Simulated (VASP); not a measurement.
A run of VASP 6.6.1 is set up as follows.

File INCAR:

```
PREC = Accurate ; ENCUT = 520
EDIFF = 1E-6 ; ISMEAR = 0
SIGMA = 0.1 ; LREAL = False
LASPH = True ; NELM = 80
ALGO = Normal ; ISIF = 2
LWAVE = False ; LCHARG = False
LDIPOL = True ; IDIPOL = 3
DIPOL = 0.5 0.5 0.336 ; GGA = PE
NBANDS = 26
```

KPOINTS

```
regular mesh
0
Gamma
  9 9 1
```

POSCAR

```
Au3C
1.0
    2.9402049748      0.0000000000      0.0000000000
   -1.4701024874      2.5462922005      0.0000000000
    0.0000000000      0.0000000000     21.8974947720
Au C
3 1
Direct
    0.6666666667      0.3333333333      0.1826692981
    0.3333333333      0.6666666667      0.2945190844
    0.0000000000      0.0000000000      0.4063247812
    0.6666666667     -0.6666666667      0.4606688974
```

Potentials or basis: VASP PAW PBE potentials, release 64 (Au, C).

Command:

```sh
$ cat potpaw_PBE.64/Au/POTCAR potpaw_PBE.64/C/POTCAR > POTCAR
$ mpirun -np 1 vasp_std > vasp.out
```

**Question.** Predict the largest force.

**Answer.** 0.410 eV/Å.

Forces on the atoms (eV/Å):
```
Au   0.000  0.000 -0.078
Au   0.000  0.000  0.142
Au   0.000  0.000 -0.410
C    0.000  0.000  0.347
```
